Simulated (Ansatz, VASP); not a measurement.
## Mo: VASP beside Ansatz

Contents of INCAR:

```
ALGO     = Normal         # electronic algorithm
EDIFF    = 1E-6           # SCF threshold, eV
ENCUT    = 500            # plane-wave cutoff, eV
GGA      = CA             # functional
GGA_COMPAT= F            
ISIF     = 2              # what is computed and relaxed
ISMEAR   = 0              # smearing method
LASPH    = T              # aspherical terms in the spheres
LCHARG   = F              # write CHGCAR
LREAL    = F              # projectors in reciprocal space
LWAVE    = F              # write WAVECAR
NBANDS   = 13             # bands
NELM     = 120            # most SCF steps
PREC     = Accurate       # precision mode
SIGMA    = 0.1            # smearing width, eV
```

The input KPOINTS:

```
k-points
0
Gamma
  18 18 18
```

The input POSCAR:

```
Mo
1.0
   -1.6009981466      1.6009981466      1.6009981466
    1.6009981466     -1.6009981466      1.6009981466
    1.6009981466      1.6009981466     -1.6009981466
Mo
1
Direct
    0.0000000000      0.0000000000      0.0000000000
```

Input for Ansatz:

```yaml
crystal:
  lattice:
    - [-1.6009981466, 1.6009981466, 1.6009981466]
    - [1.6009981466, -1.6009981466, 1.6009981466]
    - [1.6009981466, 1.6009981466, -1.6009981466]
  atoms:
    - { symbol: Mo, position: [0.0, 0.0, 0.0] }
basis:
  ecutwfc: 420
kpoints:
  mp_grid: { grid: [18, 18, 18] }
hamiltonian:
  xc: lda
  pseudopotentials: { kind: paw }
scf:
  occupations: { method: gaussian, width: 0.1 }
output:
  forces: true
  stress: true
  eigenvalues: true
```

Alike in both runs: task single point; functional LDA; k mesh 18 × 18 × 18; occupations gaussian, width 0.1 eV; no spin polarisation.

|  | VASP | Ansatz |
| --- | --- | --- |
| version | VASP 6.6.1 | Ansatz 0.2.0 |
| potentials or method | VASP PAW LDA potentials, release 64 (Mo_sv), cutoff 500 eV | scalar-relativistic, plane waves, PAW |
| valence electrons in the cell | 14 | 14 |

```csv
,VASP,Ansatz,Ansatz less VASP
gap on the k mesh at the Fermi level (eV),none,none,-
pressure (GPa),-20.1,-21.1,-0.92
```

LDA's correlation is that of Perdew and Zunger in VASP and of Perdew and Wang (1992) in Ansatz. A gap of «none» marks a metal or a gap that the smearing closes.
